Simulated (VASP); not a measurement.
# Ge in VASP: notebook

The runs below take Ge through single point, with PBE+D3(BJ).

Everything below comes from runs of VASP 6.6.1. Logs are shortened: lines on timing, memory, paths and dates and some standing lists are left out, and cuts for length are marked.

### Step 1. The cell of the first run

The cell holds a slab with vacuum, 4 atoms: a = 4.023 Å, b = 4.023 Å, c = 18.869 Å, α = 90.00°, β = 90.00°, γ = 120.00°.

### Step 2. Single point, PBE+D3(BJ)

INCAR

```
PREC = Accurate
ENCUT = 520
EDIFF = 1E-6
ISMEAR = 0
SIGMA = 0.1
LREAL = False
LASPH = True
NELM = 100
ALGO = Normal
ISIF = 2
LWAVE = False
LCHARG = True
LDIPOL = True
IDIPOL = 3
DIPOL = 0.5 0.5 0.368
GGA = PE
IVDW = 12
LELF = True
LVHAR = True
LVACPOTAV = True
NBANDS = 36
```

KPOINTS

```
regular mesh
0
Gamma
  9 9 1
```

POSCAR

```
Ge
1.0
    4.0226895460      0.0000000000      0.0000000000
   -2.0113447730      3.4837513384      0.0000000000
    0.0000000000      0.0000000000     18.8685220369
Ge
4
Direct
    0.3333333333      0.6666666667      0.2747571330
    0.6666666667      0.3333333333      0.2384924474
    0.4444444444      0.5555555556      0.4965159443
    0.7777777778      0.2222222222      0.4602512588
```

Potentials or basis: VASP PAW PBE potentials, release 64 (Ge_d).

Command:

```sh
$ cat potpaw_PBE.64/Ge_d/POTCAR > POTCAR
$ mpirun -np 1 vasp_std > vasp.out
```

OUTCAR:

```text
PREC = Accurate
   ENCUT = 520
   EDIFF = 1E-6
   ISMEAR = 0
   LREAL = False
   LASPH = True
   NELM = 100
   ISIF = 2
   GGA = PE
   IVDW = 12
 IVDW          = 12

 ion  position               nearest neighbor table
   1  0.333  0.667  0.275-   2 2.42   2 2.42   2 2.42
   2  0.667  0.333  0.238-   1 2.42   1 2.42   1 2.42
   3  0.444  0.556  0.497-   4 2.42   4 2.42   4 2.42
   4  0.778  0.222  0.460-   3 2.42   3 2.42   3 2.42

  LATTYP: Found a hexagonal cell.
 ALAT       =     4.0226895460
 C/A-ratio  =     4.6905240440

  Lattice vectors:

 A1 = (   4.0226895460,   0.0000000000,   0.0000000000)
 A2 = (  -2.0113447730,   3.4837513384,   0.0000000000)
 A3 = (   0.0000000000,   0.0000000000,  18.8685220369)

Analysis of symmetry for initial positions (statically):
=====================================================================
 Subroutine PRICEL returns:
 Original cell was already a primitive cell.

 Routine SETGRP: Setting up the symmetry group for a
 hexagonal supercell.

 Subroutine GETGRP returns: Found  4 space group operations
 (whereof  2 operations were pure point group operations)
 out of a pool of 24 trial point group operations.

The static configuration has the point symmetry C_1h.
 The point group associated with its full space group is C_2h.

Analysis of symmetry for dynamics (positions and initial velocities):
=====================================================================
 Subroutine PRICEL returns:
 Original cell was already a primitive cell.

 Routine SETGRP: Setting up the symmetry group for a
 hexagonal supercell.

 Subroutine GETGRP returns: Found  4 space group operations
 (whereof  2 operations were pure point group operations)
 out of a pool of 24 trial point group operations.

The dynamic configuration has the point symmetry C_1h.
 The point group associated with its full space group is C_2h.

 Subroutine INISYM returns: Found  4 space group operations
 (whereof  2 operations are pure point group operations),
 and found     1 'primitive' translations

----------------------------------------------------------------------------------------

                                     Primitive cell

  volume of cell :     264.4244

  direct lattice vectors                    reciprocal lattice vectors
     4.022689546  0.000000000  0.000000000     0.248589902  0.143523447  0.000000000
    -2.011344773  3.483751338  0.000000000     0.000000000  0.287046894  0.000000000
     0.000000000  0.000000000 18.868522037     0.000000000  0.000000000  0.052998322

  length of vectors
     4.022689546  4.022689546 18.868522037     0.287046894  0.287046894  0.052998322

  position of ions in fractional coordinates (direct lattice)
     0.333333333  0.666666667  0.274757133
     0.666666667  0.333333333  0.238492447
     0.444444444  0.555555556  0.496515944
     0.777777778  0.222222222  0.460251259

  ion indices of the primitive-cell ions
   primitive index   ion index
                 1           1
                 2           2
                 3           3
                 4           4

----------------------------------------------------------------------------------------

 KPOINTS: regular mesh

Automatic generation of k-mesh.
 Grid dimensions read from file:
 generate k-points for:    9    9    1

 Generating k-lattice:

  Cartesian coordinates                     Fractional coordinates (reciprocal lattice)
     0.027621100  0.015947050  0.000000000     0.111111111  0.000000000  0.000000000
     0.000000000  0.031894099  0.000000000     0.000000000  0.111111111  0.000000000
     0.000000000  0.000000000  0.052998322     0.000000000  0.000000000  1.000000000

  Length of vectors
     0.031894099  0.031894099  0.052998322

  Shift w.r.t. Gamma in fractional coordinates (k-lattice)
     0.000000000  0.000000000  0.000000000

 Subroutine IBZKPT returns following result:
 ===========================================

 Found     25 irreducible k-points:

 Following reciprocal coordinates:
            Coordinates               Weight
  0.000000  0.000000  0.000000      1.000000
  0.111111  0.000000  0.000000      4.000000
 -0.111111  0.111111  0.000000      2.000000
  0.222222  0.000000  0.000000      4.000000
 -0.222222  0.222222  0.000000      2.000000
  0.333333  0.000000  0.000000      4.000000
[... 16 lines left out ...]
 -0.222222 -0.444444  0.000000      4.000000
  0.444444  0.333333  0.000000      4.000000
   k-points           NKPTS =     25   k-points in BZ     NKDIM =     25   number of bands    NBANDS=     36
   number of dos      NEDOS =    301   number of ions     NIONS =      4
   total plane-waves  NPLWV = 126000
   dimension x,y,z NGX =    30 NGY =   30 NGZ =  140
   dimension x,y,z NGXF=    60 NGYF=   60 NGZF=  280
   ions per type =               4
   NGX,Y,Z   is equivalent  to a cutoff of  12.40, 12.40, 12.34 a.u.
   NGXF,Y,Z  is equivalent  to a cutoff of  24.80, 24.80, 24.67 a.u.
 SYSTEM =  unknown system
   PREC   = accura    normal or accurate (medium, high low for compatibility)
   ISTART =      0    job   : 0-new  1-cont  2-samecut
   ICHARG =      2    charge: 1-file 2-atom 10-const
   ISPIN  =      1    spin polarized calculation?
   LNONCOLLINEAR =      F non collinear calculations
   LSORBIT =      F    spin-orbit coupling
   LASPH  =      T    aspherical Exc in radial PAW
   ENCUT  =  520.0 eV  38.22 Ry    6.18 a.u.   7.48  7.48 35.08*2*pi/ulx,y,z
   NELM   =    100;   NELMIN=  2; NELMDL= -5     # of ELM steps
   EDIFF  = 0.1E-05   stopping-criterion for ELM
   LREAL  =      F    real-space projection
   EDIFFG = 0.1E-04   stopping-criterion for IOM
   NSW    =      0    number of steps for IOM
   IBRION =     -1    ionic relax: 0-MD 1-quasi-New 2-CG
   NFREE  =      0    steps in history (QN), initial steepest desc. (CG)
   ISIF   =      2    stress and relaxation
   ISYM   =      2    0-nonsym 1-usesym 2-fastsym
   POTIM  = 0.5000    time-step for ionic-motion
   TEBEG  =    0.0;   TEEND  =   0.0 temperature during run
   PSTRESS=    0.0 pullay stress
   NELECT =      56.0000    total number of electrons
   NUPDOWN=      -1.0000    fix difference up-down
   EMIN   =  10.00;   EMAX   =-10.00  energy-range for DOS
   EFERMI =   0.00;   METHOD = LEGACY
   ISMEAR =     0;   SIGMA  =   0.10  broadening in eV -4-tet -1-fermi 0-gaus
   EFERMI_NEDOS =   21; number of points for ismear=-14 and -15
   IALGO  =     38    algorithm
   IMIX   =      4    mixing-type and parameters
     AMIX     =   0.40;   BMIX     =  1.00
     AMIX_MAG =   1.60;   BMIX_MAG =  1.00
  volume/ion in A,a.u.               =      66.11       446.11
  Fermi-wavevector in a.u.,A,eV,Ry     =   0.975821  1.844035 12.955840  0.952227
  Thomas-Fermi vector in A             =   2.106391
   LORBIT       =      0    0 simple, 1 ext, 2 COOP (PROOUT), +10 PAW based schemes
   GGA     = PE    functional components
   LHFCALC =     F    Hartree Fock is set to
   AEXX    =    0.0000 exact exchange contribution
   IVDW    =    12    specifies the selected vdW correction
   LEPSILON=     F    determine dielectric tensor
   LRPA    =     F    only Hartree local field effects (RPA)
 non-spin polarized calculation
 Gauss-broadening in eV      SIGMA  =   0.10
  energy-cutoff  :      520.00
  volume of cell :      264.42
 maximum number of plane-waves:      7165
 NGX is ok and might be reduce to    30
   NGX = 15   NGY = 15   NGZ = 71

 dipolmoment           0.000000      0.000000      0.000007 electrons x Angstroem

 number of electron      55.9999981 magnetization

 dipolmoment           0.000000      0.000000     -0.000004 electrons x Angstroem

 Free energy of the ion-electron system (eV)
  ---------------------------------------------------
  ext. energy  EPLUGINS =         0.00000000
  ---------------------------------------------------
  free energy    TOTEN  =       -16.17171882 eV

  energy without entropy =      -16.17069214  energy(sigma->0) =      -16.17120548

 E-fermi :  -1.4154     XC(G=0):  -4.3556

 val. band max:       -1.5579021030   @ k =  -0.2222  -0.4444   0.0000
 cond. band min:      -1.2766013667   @ k =   0.4444   0.1111   0.0000
 fundamental gap:      0.2813007362
 Fermi energy:        -1.4153814454

 k-point     1 :       0.0000    0.0000    0.0000
  band No.  band energies     occupation
      1     -25.8803      2.00000
      2     -25.8800      2.00000
      3     -25.8796      2.00000
      4     -25.8794      2.00000
      5     -25.8311      2.00000
      6     -25.8301      2.00000
[... 28 lines left out ...]
     35       2.5334      0.00000
     36       2.5996      0.00000

 k-point     2 :       0.1111    0.0000    0.0000
  band No.  band energies     occupation
      1     -25.8863      2.00000
      2     -25.8860      2.00000
      3     -25.8845      2.00000
      4     -25.8844      2.00000
      5     -25.8433      2.00000
      6     -25.8425      2.00000
[... 28 lines left out ...]
     35       2.9839      0.00000
     36       3.0996      0.00000

 k-point     3 :      -0.1111    0.1111    0.0000
  band No.  band energies     occupation
      1     -25.8867      2.00000
      2     -25.8863      2.00000
      3     -25.8842      2.00000
      4     -25.8840      2.00000
      5     -25.8431      2.00000
      6     -25.8422      2.00000
[... 28 lines left out ...]
     35       2.9903      0.00000
     36       3.0612      0.00000

 k-point     4 :       0.2222    0.0000    0.0000
  band No.  band energies     occupation
      1     -25.8959      2.00000
      2     -25.8954      2.00000
      3     -25.8923      2.00000
      4     -25.8921      2.00000
      5     -25.8556      2.00000
      6     -25.8545      2.00000
[... 28 lines left out ...]
     35       3.7354      0.00000
     36       4.0464      0.00000

 k-point     5 :      -0.2222    0.2222    0.0000
  band No.  band energies     occupation
      1     -25.8962      2.00000
      2     -25.8958      2.00000
      3     -25.8919      2.00000
      4     -25.8917      2.00000
      5     -25.8554      2.00000
      6     -25.8544      2.00000
[... 655 lines left out ...]
 k-point    22 :       0.3333    0.2222    0.0000
  band No.  band energies     occupation
      1     -25.9184      2.00000
      2     -25.9183      2.00000
      3     -25.8906      2.00000
      4     -25.8900      2.00000
      5     -25.8814      2.00000
      6     -25.8803      2.00000
[... 28 lines left out ...]
     35       4.4032      0.00000
     36       5.4076      0.00000

 k-point    23 :      -0.2222   -0.4444    0.0000
  band No.  band energies     occupation
      1     -25.9183      2.00000
      2     -25.9182      2.00000
      3     -25.8905      2.00000
      4     -25.8900      2.00000
      5     -25.8814      2.00000
      6     -25.8806      2.00000
[... 28 lines left out ...]
     35       4.4395      0.00000
     36       5.3301      0.00000

 k-point    24 :       0.4444    0.3333    0.0000
  band No.  band energies     occupation
      1     -25.9182      2.00000
      2     -25.9181      2.00000
      3     -25.8904      2.00000
      4     -25.8900      2.00000
      5     -25.8814      2.00000
      6     -25.8808      2.00000
[... 28 lines left out ...]
     35       4.4644      0.00000
     36       5.4048      0.00000

 [... further k-points ...]

------------------------ aborting loop because EDIFF is reached ----------------------------------------

 Edisp (eV)   -0.85131

 E8    (eV) :    -0.3929

  FORCE on cell =-STRESS in cart. coord.  units (eV):
  Direction    XX          YY          ZZ          XY          YZ          ZX
  --------------------------------------------------------------------------------------
  -------------------------------------------------------------------------------------
  Total      -0.19460    -0.25616    -0.30350    -0.05331    -0.11509     0.19934
  in kB      -1.17912    -1.55211    -1.83894    -0.32303    -0.69735     1.20785
  external pressure =       -1.52 kB  Pullay stress =        0.00 kB

 VOLUME and BASIS-vectors are now :
 -----------------------------------------------------------------------------
  energy-cutoff  :      520.00
  volume of cell :      264.42
      direct lattice vectors                 reciprocal lattice vectors
     4.022689546  0.000000000  0.000000000     0.248589902  0.143523447  0.000000000
    -2.011344773  3.483751338  0.000000000     0.000000000  0.287046894  0.000000000
     0.000000000  0.000000000 18.868522037     0.000000000  0.000000000  0.052998322

 POSITION                                       TOTAL-FORCE (eV/Angst)
 -----------------------------------------------------------------------------------
     -0.00000      2.32250      5.18426        -0.013689      0.007903      0.144355
      2.01134      1.16125      4.50000        -0.031026      0.017913     -0.050843
      0.67045      1.93542      9.36852         0.031026     -0.017913      0.050843
      2.68179      0.77417      8.68426         0.013689     -0.007903     -0.144355
 -----------------------------------------------------------------------------------
    total drift:                               -0.000005      0.000002      0.000059

  FREE ENERGIE OF THE ION-ELECTRON SYSTEM (eV)
  ---------------------------------------------------
  free  energy   TOTEN  =       -17.0230249464 eV

  energy  without entropy=      -17.0219982695  energy(sigma->0) =      -17.02251161

 vacuum level on the upper side and lower side of the slab         3.155         3.155
```

Wall time 9.6 min (1 thread of Intel Xeon 8259CL, shared host); peak memory 0.45 GiB.

Results:

```yaml
Free_energy: -17.0230 eV
Largest_force: 0.145 eV/Å
Band_gap_on_the_k_mesh: 0.28 eV, indirect (least direct gap 0.34 eV)
Dispersion_energy_per_atom: -0.213 eV
```

Forces on the atoms (eV/Å):
```
Ge  -0.014  0.008  0.144
Ge  -0.031  0.018 -0.051
Ge   0.031 -0.018  0.051
Ge   0.014 -0.008 -0.144
```

### Step 3. Single point, PBE+D3(BJ)

INCAR

```
SYSTEM = Ge
ALGO     = Normal         ! electronic algorithm
DIPOL    = 0.5 0.5 0.381
EDIFF    = 1E-6           ! SCF threshold, eV
ENCUT    = 520            ! plane-wave cutoff, eV
GGA      = PE             ! functional
IDIPOL   = 3            
ISIF     = 2              ! what is computed and relaxed
ISMEAR   = 0              ! smearing method
IVDW     = 12             ! dispersion correction
LASPH    = .True.         ! aspherical terms in the spheres
LCHARG   = .True.         ! write CHGCAR
LDIPOL   = .True.       
LELF     = .True.         ! ELF
LREAL    = .False.        ! projectors in reciprocal space
LVACPOTAV= .True.       
LVHAR    = .True.       
LWAVE    = .False.        ! write WAVECAR
NBANDS   = 36             ! bands
NELM     = 100            ! most SCF steps
PREC     = Accurate       ! precision mode
SIGMA    = 0.1            ! smearing width, eV
```

KPOINTS

```
k-points
0
Gamma
  9 9 1
  0 0 0
```

Edit POSCAR of step 2 so:

```diff
@@ -10,3 +10,3 @@
     0.6666666667      0.3333333333      0.2384924474
-    0.4444444444      0.5555555556      0.4965159443
-    0.7777777778      0.2222222222      0.4602512588
+    0.4444444444      0.5555555556      0.5240750716
+    0.7777777778      0.2222222222      0.4878103860
```

Potentials or basis: VASP PAW PBE potentials, release 64 (Ge_d).

Command:

```sh
$ cat potpaw_PBE.64/Ge_d/POTCAR > POTCAR
$ mpirun -np 1 vasp_std > vasp.out
```

Wall time 10 min (1 thread of Intel Xeon 8259CL, shared host); peak memory 0.45 GiB.

It converged, with:

```
Free energy                : -16.9616 eV
Largest force              : 0.117 eV/Å
Band gap on the k mesh     : 0.47 eV, direct
Dispersion energy per atom : -0.196 eV
```

Forces on the atoms (eV/Å):
```
Ge  -0.002  0.001  0.117
Ge  -0.009  0.005  0.013
Ge   0.009 -0.005 -0.013
Ge   0.002 -0.001 -0.117
```

Levels at points of the mesh, in eV from the valence-band top:
| k point | band 25 | band 26 | band 27 | band 28 | band 29 | band 30 | band 31 | band 32 |
| --- | --- | --- | --- | --- | --- | --- | --- | --- |
| (0.00, 0.00, 0.00) | -0.23 | -0.21 | -0.20 | -0.18 | 0.75 | 0.87 | 2.25 | 3.47 |

### Step 4. Single point, PBE+D3(BJ)

INCAR

```
SYSTEM = Ge
ALGO = Normal ; DIPOL = 0.5 0.5 0.368
EDIFF = 1E-6 ; ENCUT = 520
GGA = PE ; IDIPOL = 3
ISIF = 2 ; ISMEAR = 0
IVDW = 12 ; LASPH = .True.
LCHARG = .True. ; LDIPOL = .True.
LELF = .True. ; LREAL = .False.
LVACPOTAV = .True. ; LVHAR = .True.
LWAVE = .False. ; NBANDS = 36
NELM = 100 ; PREC = Accurate
SIGMA = 0.1
```

KPOINTS is that of step 3.

Edit POSCAR of step 3 so:

```diff
@@ -10,3 +10,3 @@
     0.6666666667      0.3333333333      0.2384924474
-    0.4444444444      0.5555555556      0.5240750716
-    0.7777777778      0.2222222222      0.4878103860
+    0.7777777778      0.2222222222      0.4965159443
+    1.1111111111     -0.1111111111      0.4602512588
```

Command:

```sh
$ cat potpaw_PBE.64/Ge_d/POTCAR > POTCAR
$ mpirun -np 1 vasp_std > vasp.out
```

It took 2.6 min on 1 thread of AMD EPYC 9R45 (Zen 5), shared host; peak memory 0.41 GiB.

The run converged. Its results:

* Free energy: -17.0656 eV
* Largest force: 0.215 eV/Å
* Band gap on the k mesh: 0.30 eV, direct
* Dispersion energy per atom: -0.213 eV

Forces on the atoms (eV/Å):
```
Ge  -0.073  0.042  0.198
Ge   0.011 -0.006 -0.009
Ge  -0.011  0.006  0.009
Ge   0.073 -0.042 -0.198
```

Levels at points of the mesh, in eV from the valence-band top:
```tsv
k point	band 26	band 27	band 28	band 29	band 30	band 31
(0.00, 0.00, 0.00)	-0.29	-0.24	-0.21	0.65	0.89	2.22
```

### Step 5. Single point, PBE+D3(BJ)

INCAR

```
PREC = Accurate ; ENCUT = 520
EDIFF = 1E-6 ; ISMEAR = 0
SIGMA = 0.1 ; LREAL = F
LASPH = T ; NELM = 80
ALGO = Normal ; ISIF = 2
LWAVE = F ; LCHARG = F
LDIPOL = T ; IDIPOL = 3
DIPOL = 0.5 0.5 0.381 ; GGA = PE
IVDW = 12 ; NBANDS = 36
```

KPOINTS

```
Automatic mesh
0
Gamma
  9 9 1
```

Edit POSCAR of step 4 so:

```diff
@@ -10,3 +10,3 @@
     0.6666666667      0.3333333333      0.2384924474
-    0.7777777778      0.2222222222      0.4965159443
-    1.1111111111     -0.1111111111      0.4602512588
+    0.7777777778      0.2222222222      0.5240750716
+    1.1111111111     -0.1111111111      0.4878103860
```

Command:

```sh
$ cat potpaw_PBE.64/Ge_d/POTCAR > POTCAR
$ mpirun -np 1 vasp_std > vasp.out
```

Run time: 2.4 min. Hardware: 1 thread of AMD EPYC 9R45 (Zen 5), shared host; peak memory 0.41 GiB.

Results (log left out):

| Property | Result |
| --- | --- |
| Free energy | -16.9713 eV |
| Largest force | 0.140 eV/Å |
| Band gap on the k mesh | 0.17 eV, direct |
| Dispersion energy per atom | -0.196 eV |

Forces in eV/Å, atoms in the order of the input:
```
Ge  -0.028  0.016  0.136
Ge   0.003 -0.002  0.027
Ge  -0.003  0.002 -0.027
Ge   0.028 -0.016 -0.136
```

Levels at points of the mesh, in eV from the valence-band top:
```csv
k point,band 26,band 27,band 28,band 29,band 30,band 31
"(0.00, 0.00, 0.00)",-0.36,-0.34,-0.33,0.60,0.76,2.07
```
